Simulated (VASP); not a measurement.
Hf3N2:

```
CELL_PARAMETERS angstrom
1.59943 0.92343 7.75484
-1.59943 0.92343 7.75484
0.00000 -1.84686 7.75484
ATOMIC_POSITIONS crystal
Hf 0.77942 0.77942 0.77942
Hf 0.22058 0.22058 0.22058
Hf 0.00000 0.00000 0.00000
N 0.61192 0.61192 0.61192
N 0.38808 0.38808 0.38808
```

* Program: VASP 6.6.1
* Task: relaxation of cell and atoms
* Functional: PBEsol
* Potentials or basis: VASP PAW PBE potentials, release 64 (Hf_pv, N)
* Cutoff: 600 eV
* k mesh: 1 × 1 × 1
* Occupations: gaussian, width 0.1 eV
* Spin: no spin polarisation

At the start: pressure 23.9 GPa; volume 13.74 Å³/atom.

Where does the relaxation end?

Over 31 steps the energy falls by 3297.1 meV/atom and the volume is 13.02 Å³/atom (-5.3 %); space group R-3m (No. 166, to 0.05 Å).

The path:
```tsv
step	energy change (eV)	largest force (eV/Å)	pressure (GPa)	volume (Å³)
1	0.0000	4.0331	23.86	68.72
2	-1.0496	6.9079	-27.37	91.13
3	-1.2405	4.2327	-14.62	81.96
4	-6.1553	10.8214	-30.83	84.00
5	-11.9092	1.3923	-28.53	88.04
6	-12.1685	5.3819	-39.59	87.05
7	-12.4651	3.9567	-38.12	87.39
8	-13.6140	1.3871	-27.98	82.67
9	-13.6445	1.5815	-25.21	81.85
10	-14.6159	1.7429	-21.83	78.49
11	-15.9329	2.1484	-9.17	71.88
12	-13.4579	3.1469	62.88	59.33
13	-16.1087	2.3030	-2.29	69.63
14	-16.1245	2.3766	1.18	68.69
15	-16.2169	1.8127	0.65	68.55
16	-16.3540	0.7911	-0.47	68.13
17	-16.3574	0.8992	-0.58	68.05
18	-16.3975	0.6818	-1.96	67.85
19	-16.4497	0.0196	-5.56	67.22
20	-16.4751	0.1069	-2.97	66.13
21	-16.4827	0.1873	-0.50	65.17
22	-16.4847	0.1214	-0.17	65.16
23	-16.4853	0.0555	0.16	65.14
24	-16.4854	0.0348	-0.02	65.18
25	-16.4854	0.0183	-0.16	65.21
26	-16.4855	0.0151	-0.13	65.18
27	-16.4855	0.0269	0.06	65.11
28	-16.4855	0.0237	0.05	65.13
29	-16.4855	0.0109	-0.02	65.11
30	-16.4855	0.0112	-0.06	65.11
31	-16.4855	0.0024	0.01	65.08
```

Final structure:
```
Hf N
1.0
     1.69853    0.98065    6.51224
    -1.69853    0.98065    6.51224
     0.00000   -1.96130    6.51224
Hf N
3 2
Direct
  0.74526 0.74526 0.74526
  0.25474 0.25474 0.25474
  0.00000 0.00000 0.00000
  0.61830 0.61830 0.61830
  0.38170 0.38170 0.38170
```

Caveat: the k points lie up to 2.16 Å⁻¹ apart in the final cell; the PAW data sets were made with another functional, which shifts forces and pressure a little.
